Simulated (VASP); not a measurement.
# TePb in VASP: further runs

The runs below take TePb through electric field gradients, with PBEsol.

Everything below comes from runs of VASP 6.6.1. Logs are shortened: lines on timing, memory, paths and dates and some standing lists are left out, and cuts for length are marked.

### 1 The cell of the first run

Symmetry: I4/mmm, No. 139, tetragonal system. The conventional cell has a = 4.655 Å, b = 4.655 Å, c = 6.454 Å, α = 90.00°, β = 90.00°, γ = 90.00°. Within 4.2 Å of Te (site symmetry 4/mmm) lie 6 Pb at 3.23 to 3.29 Å. Within 4.2 Å of Pb (site symmetry 4/mmm) lie 6 Te at 3.23 to 3.29 Å.

### 2 Electric field gradients, PBEsol (equal xx and yy strain of +2 %)

File INCAR:

```
PREC     = Accurate       # precision mode
ENCUT    = 520            # plane-wave cutoff, eV
EDIFF    = 1E-8           # SCF threshold, eV
ISMEAR   = -1             # smearing method
SIGMA    = 0.03           # smearing width, eV
LREAL    = False          # projectors in reciprocal space
LASPH    = True           # aspherical terms in the spheres
NELM     = 100            # most SCF steps
ALGO     = Normal         # electronic algorithm
ISIF     = 2              # what is computed and relaxed
LWAVE    = False          # write WAVECAR
LCHARG   = False          # write CHGCAR
GGA      = PS             # functional
LEFG     = True         
NBANDS   = 17             # bands
```

File KPOINTS:

```
Automatic mesh
0
Gamma
  10 10 10
```

File POSCAR:

```
TePb
1.0
    0.0000000000      3.2915400000      3.2270000000
    3.2915400000      0.0000000000      3.2270000000
    3.2915400000      3.2915400000      0.0000000000
Te Pb
1 1
Direct
    0.5000000000      0.5000000000      0.5000000000
    0.0000000000      0.0000000000      0.0000000000
```

Potentials or basis: VASP PAW PBE potentials, release 64 (Te, Pb_d).

The run is started by

```bash
$ cat potpaw_PBE.64/Te/POTCAR potpaw_PBE.64/Pb_d/POTCAR > POTCAR
$ mpirun -np 1 vasp_std > vasp.out
```

OUTCAR:

```text
PREC = Accurate
   ENCUT = 520
   EDIFF = 1E-8
   ISMEAR = -1
   LREAL = False
   LASPH = True
   NELM = 100
   ISIF = 2
   GGA = PS

 ion  position               nearest neighbor table
   1  0.500  0.500  0.500-   2 3.23   2 3.23   2 3.29   2 3.29   2 3.29   2 3.29
   2  0.000  0.000  0.000-   1 3.23   1 3.23   1 3.29   1 3.29   1 3.29   1 3.29

  LATTYP: Found a body centered tetragonal cell.
 ALAT       =     4.6549405091
 C/A-ratio  =     1.3864838847

  Lattice vectors:

 A1 = (   0.0000000000,  -3.2915400000,  -3.2270000000)
 A2 = (   0.0000000000,   3.2915400000,  -3.2270000000)
 A3 = (   3.2915400000,   0.0000000000,   3.2270000000)

Analysis of symmetry for initial positions (statically):
=====================================================================
 Subroutine PRICEL returns:
 Original cell was already a primitive cell.

 Routine SETGRP: Setting up the symmetry group for a
 body centered tetragonal supercell.

 Subroutine GETGRP returns: Found 16 space group operations
 (whereof 16 operations were pure point group operations)
 out of a pool of 16 trial point group operations.

The static configuration has the point symmetry D_4h.

Analysis of symmetry for dynamics (positions and initial velocities):
=====================================================================
 Subroutine PRICEL returns:
 Original cell was already a primitive cell.

 Routine SETGRP: Setting up the symmetry group for a
 body centered tetragonal supercell.

 Subroutine GETGRP returns: Found 16 space group operations
 (whereof 16 operations were pure point group operations)
 out of a pool of 16 trial point group operations.

The dynamic configuration has the point symmetry D_4h.

 Subroutine INISYM returns: Found 16 space group operations
 (whereof 16 operations are pure point group operations),
 and found     1 'primitive' translations

----------------------------------------------------------------------------------------

                                     Primitive cell

  volume of cell :      69.9242

  direct lattice vectors                    reciprocal lattice vectors
     0.000000000  3.291540000  3.227000000    -0.151904580  0.151904580  0.154942671
     3.291540000  0.000000000  3.227000000     0.151904580 -0.151904580  0.154942671
     3.291540000  3.291540000  0.000000000     0.151904580  0.151904580 -0.154942671

  length of vectors
     4.609529756  4.609529756  4.654940509     0.264872109  0.264872109  0.264872109

  position of ions in fractional coordinates (direct lattice)
     0.500000000  0.500000000  0.500000000
     0.000000000  0.000000000  0.000000000

  ion indices of the primitive-cell ions
   primitive index   ion index
                 1           1
                 2           2

----------------------------------------------------------------------------------------

 KPOINTS: Automatic mesh

Automatic generation of k-mesh.
 Grid dimensions read from file:
 generate k-points for:   10   10   10

 Generating k-lattice:

  Cartesian coordinates                     Fractional coordinates (reciprocal lattice)
    -0.015190458  0.015190458  0.015494267     0.100000000  0.000000000  0.000000000
     0.015190458 -0.015190458  0.015494267     0.000000000  0.100000000  0.000000000
     0.015190458  0.015190458 -0.015494267     0.000000000  0.000000000  0.100000000

  Length of vectors
     0.026487211  0.026487211  0.026487211

  Shift w.r.t. Gamma in fractional coordinates (k-lattice)
     0.000000000  0.000000000  0.000000000

 Subroutine IBZKPT returns following result:
 ===========================================

 Found    102 irreducible k-points:

 Following reciprocal coordinates:
            Coordinates               Weight
  0.000000  0.000000  0.000000      1.000000
  0.100000  0.000000  0.000000      8.000000
  0.200000  0.000000  0.000000      8.000000
  0.300000  0.000000  0.000000      8.000000
  0.400000  0.000000  0.000000      8.000000
  0.500000  0.000000  0.000000      4.000000
[... 16 lines left out ...]
  0.300000  0.300000  0.000000      2.000000
  0.400000  0.300000  0.000000      8.000000
 [... further k-points ...]
   k-points           NKPTS =    102   k-points in BZ     NKDIM =    102   number of bands    NBANDS=     17
   number of dos      NEDOS =    301   number of ions     NIONS =      2
   total plane-waves  NPLWV =  46656
   dimension x,y,z NGX =    36 NGY =   36 NGZ =   36
   dimension x,y,z NGXF=    72 NGYF=   72 NGZF=   72
   ions per type =               1   1
   NGX,Y,Z   is equivalent  to a cutoff of  12.98, 12.98, 12.86 a.u.
   NGXF,Y,Z  is equivalent  to a cutoff of  25.97, 25.97, 25.71 a.u.
 SYSTEM =  unknown system
   PREC   = accura    normal or accurate (medium, high low for compatibility)
   ISTART =      0    job   : 0-new  1-cont  2-samecut
   ICHARG =      2    charge: 1-file 2-atom 10-const
   ISPIN  =      1    spin polarized calculation?
   LNONCOLLINEAR =      F non collinear calculations
   LSORBIT =      F    spin-orbit coupling
   LASPH  =      T    aspherical Exc in radial PAW
   ENCUT  =  520.0 eV  38.22 Ry    6.18 a.u.   8.57  8.57  8.66*2*pi/ulx,y,z
   NELM   =    100;   NELMIN=  2; NELMDL= -5     # of ELM steps
   EDIFF  = 0.1E-07   stopping-criterion for ELM
   LREAL  =      F    real-space projection
   EDIFFG = 0.1E-06   stopping-criterion for IOM
   NSW    =      0    number of steps for IOM
   IBRION =     -1    ionic relax: 0-MD 1-quasi-New 2-CG
   NFREE  =      0    steps in history (QN), initial steepest desc. (CG)
   ISIF   =      2    stress and relaxation
   ISYM   =      2    0-nonsym 1-usesym 2-fastsym
   POTIM  = 0.5000    time-step for ionic-motion
   TEBEG  =    0.0;   TEEND  =   0.0 temperature during run
   PSTRESS=    0.0 pullay stress
   NELECT =      20.0000    total number of electrons
   NUPDOWN=      -1.0000    fix difference up-down
   EMIN   =  10.00;   EMAX   =-10.00  energy-range for DOS
   EFERMI =   0.00;   METHOD = LEGACY
   ISMEAR =    -1;   SIGMA  =   0.03  broadening in eV -4-tet -1-fermi 0-gaus
   EFERMI_NEDOS =   21; number of points for ismear=-14 and -15
   IALGO  =     38    algorithm
   IMIX   =      4    mixing-type and parameters
     AMIX     =   0.40;   BMIX     =  1.00
     AMIX_MAG =   1.60;   BMIX_MAG =  1.00
  volume/ion in A,a.u.               =      34.96       235.94
  Fermi-wavevector in a.u.,A,eV,Ry     =   1.078638  2.038330 15.829836  1.163460
  Thomas-Fermi vector in A             =   2.214582
   LORBIT       =      0    0 simple, 1 ext, 2 COOP (PROOUT), +10 PAW based schemes
   GGA     = PS    functional components
   LHFCALC =     F    Hartree Fock is set to
   AEXX    =    0.0000 exact exchange contribution
   IVDW    =     0    specifies the selected vdW correction
   LEPSILON=     F    determine dielectric tensor
   LRPA    =     F    only Hartree local field effects (RPA)
 non-spin polarized calculation
  energy-cutoff  :      520.00
  volume of cell :       69.92
 maximum number of plane-waves:      1901
 NGX is ok and might be reduce to    36
   NGX = 17   NGY = 17   NGZ = 17

 number of electron      20.0000001 magnetization

 Free energy of the ion-electron system (eV)
  ---------------------------------------------------
  ext. energy  EPLUGINS =         0.00000000
  ---------------------------------------------------
  free energy    TOTEN  =        -8.23568169 eV

  energy without entropy =       -8.23568165  energy(sigma->0) =       -8.23568167

 E-fermi :   5.3743     XC(G=0):  -9.3104

 val. band max:        5.0102415975   @ k =   0.5000   0.0000   0.0000
 cond. band min:       5.7324999789   @ k =   0.5000   0.0000   0.0000
 fundamental gap:      0.7222583814
 Fermi energy:         5.3743169047

 k-point     1 :       0.0000    0.0000    0.0000
  band No.  band energies     occupation
      1     -11.5717      2.00000
      2     -11.5638      2.00000
      3     -11.5632      2.00000
      4     -11.5573      2.00000
      5     -11.5573      2.00000
      6      -6.7384      2.00000
[... 9 lines left out ...]
     16      10.9220      0.00000
     17      12.2598      0.00000

 k-point     2 :       0.1000    0.0000    0.0000
  band No.  band energies     occupation
      1     -11.5724      2.00000
      2     -11.5651      2.00000
      3     -11.5623      2.00000
      4     -11.5566      2.00000
      5     -11.5561      2.00000
      6      -6.6566      2.00000
[... 9 lines left out ...]
     16      11.0657      0.00000
     17      12.8912      0.00000

 k-point     3 :       0.2000    0.0000    0.0000
  band No.  band energies     occupation
      1     -11.5749      2.00000
      2     -11.5686      2.00000
      3     -11.5605      2.00000
      4     -11.5541      2.00000
      5     -11.5525      2.00000
      6      -6.4173      2.00000
[... 9 lines left out ...]
     16      11.5614      0.00000
     17      14.2126      0.00000

 k-point     4 :       0.3000    0.0000    0.0000
  band No.  band energies     occupation
      1     -11.5784      2.00000
      2     -11.5731      2.00000
      3     -11.5591      2.00000
      4     -11.5501      2.00000
      5     -11.5475      2.00000
      6      -6.0461      2.00000
[... 9 lines left out ...]
     16      12.3552      0.00000
     17      15.5462      0.00000
[... 343 lines left out ...]
      1     -11.5792      2.00000
      2     -11.5755      2.00000
      3     -11.5537      2.00000
      4     -11.5529      2.00000
      5     -11.5488      2.00000
      6      -5.9442      2.00000
[... 9 lines left out ...]
     16      13.8525      0.00000
     17      14.1527      0.00000

 k-point    23 :       0.3000    0.3000    0.0000
  band No.  band energies     occupation
      1     -11.5950      2.00000
      2     -11.5692      2.00000
      3     -11.5646      2.00000
      4     -11.5421      2.00000
      5     -11.5421      2.00000
      6      -5.8011      2.00000
[... 9 lines left out ...]
     16      13.8010      0.00000
     17      14.3628      0.00000

 k-point    24 :       0.4000    0.3000    0.0000
  band No.  band energies     occupation
      1     -11.6023      2.00000
      2     -11.5693      2.00000
      3     -11.5648      2.00000
      4     -11.5394      2.00000
      5     -11.5386      2.00000
      6      -5.5029      2.00000
[... 9 lines left out ...]
     16      14.5330      0.00000
     17      15.2084      0.00000

 [... further k-points ...]
[... 5 lines left out ...]
  --------------------------------------------------------------------------------------
  -------------------------------------------------------------------------------------
  Total       -1.0780913     -1.0780913     -0.1877147      0.0000000      0.0000000     -0.0000000
  in kB      -24.7023840    -24.7023840     -4.3011206      0.0000000      0.0000000     -0.0000000
  external PRESSURE =     -17.9019629 kB  Pullay stress =       0.0000000 kB

 VOLUME and BASIS-vectors are now :
 -----------------------------------------------------------------------------
  energy-cutoff  :      520.00
  volume of cell :       69.92
      direct lattice vectors                 reciprocal lattice vectors
     0.000000000  3.291540000  3.227000000    -0.151904580  0.151904580  0.154942671
     3.291540000  0.000000000  3.227000000     0.151904580 -0.151904580  0.154942671
     3.291540000  3.291540000  0.000000000     0.151904580  0.151904580 -0.154942671

 POSITION                                       TOTAL-FORCE (eV/Angst)
 -----------------------------------------------------------------------------------
      3.29154      3.29154      3.22700        -0.000000      0.000000      0.000000
      0.00000      0.00000      0.00000         0.000000      0.000000      0.000000
 -----------------------------------------------------------------------------------
    total drift:                               -0.000000      0.000000      0.000000

  FREE ENERGIE OF THE ION-ELECTRON SYSTEM (eV)
  ---------------------------------------------------
  free  energy   TOTEN  =        -8.2356816916 eV

  energy  without entropy=       -8.2356816497  energy(sigma->0) =       -8.23568167

 Electric field gradients (V/A^2)
---------------------------------------------------------------------
 ion       V_xx      V_yy      V_zz      V_xy      V_xz      V_yz
---------------------------------------------------------------------
   1       4.275     4.275    -8.550    -0.000    -0.000    -0.000
   2      31.173    31.173   -62.346    -0.000    -0.001    -0.001
---------------------------------------------------------------------

 Electric field gradients after diagonalization (V/A^2)
 (convention: |V_zz| > |V_xx| > |V_yy|)
----------------------------------------------------------------------
 ion       V_xx      V_yy      V_zz     asymmetry (V_yy - V_xx)/ V_zz
----------------------------------------------------------------------
   1       4.275     4.275    -8.550       0.000
   2      31.173    31.173   -62.346       0.000
----------------------------------------------------------------------

           NMR quadrupolar parameters

 Cq : quadrupolar parameter    Cq=e*Q*V_zz/h
 eta: asymmetry parameters     (V_yy - V_xx)/ V_zz
 Q  : nuclear electric quadrupole moment in mb (millibarn)
----------------------------------------------------------------------
 ion       Cq(MHz)       eta       Q (mb)
----------------------------------------------------------------------
   1      -0.021       0.000       1.000
   2      -0.151       0.000       1.000
----------------------------------------------------------------------
```

Run time: 2.6 min. Hardware: 1 thread of Intel Xeon 8259CL, shared host; peak memory 0.29 GiB.

Results:

- Free energy: -8.2357 eV
- Pressure: -1.8 GPa
- Band gap on the k mesh: 0.72 eV
- Largest electric field gradient by atom: Te -8.6; Pb -62.3 V/Å²

Electric field gradients, principal values (V/Å²):
```csv
atom,least,middle,greatest (by size)
1 Te,4.275,4.275,-8.550
2 Pb,31.173,31.173,-62.346
```

Caveat: the cell differs from its parent crystal (equal xx and yy strain of +2 %); without QUAD_EFG the Cq values of the log hold for a quadrupole moment of 1 mb, not for the nuclei; the PAW data sets were made with another functional, which shifts forces and pressure a little; spin-orbit coupling is left out, which moves the levels of the heavy elements. A k mesh can miss the band edges.

(Continued in part 2 of 3.)
